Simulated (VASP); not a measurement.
# KMgF3: vibrations by perturbation theory with PBE

Crystal: KMgF3.

```
CELL_PARAMETERS angstrom
3.85337 0.00000 0.00000
0.00000 3.85337 0.00000
0.00000 0.00000 3.85337
ATOMIC_POSITIONS crystal
K 0.50000 0.50000 0.50000
Mg 0.00000 0.00000 0.00000
F 0.50000 0.00000 0.00000
F 0.00000 0.50000 0.00000
F 0.00000 0.00000 0.50000
```

```yaml
Program: VASP 6.6.1
Task: vibrations by perturbation theory
Functional: PBE
Potentials_or_basis: VASP PAW PBE potentials, release 64 (K_sv, Mg, F)
Cutoff: 520 eV
k_mesh: 6 × 6 × 6
Occupations: gaussian, width 0.01 eV
Spin: no spin polarisation
Dipole_correction: no
Further_INCAR_settings: ALGO = Normal; EDIFF = 1e-08; IBRION = 8; NSW = 1
```

The highest phonon frequency at Γ, LO-TO splitting left out is 599 cm⁻¹.

Phonon frequencies in cm⁻¹ (negative: imaginary):
```csv
q point,frequencies
"(0.000, 0.000, 0.000)",0 0 0 199 199 199 211 211 211 297 297 297 599 599 599
```

Run time: 11 min on 1 thread of Intel Xeon 8259CL, on a shared host, peak memory 0.35 GiB.

Caveat: the cell stands under pressure or tension, which shifts response properties.
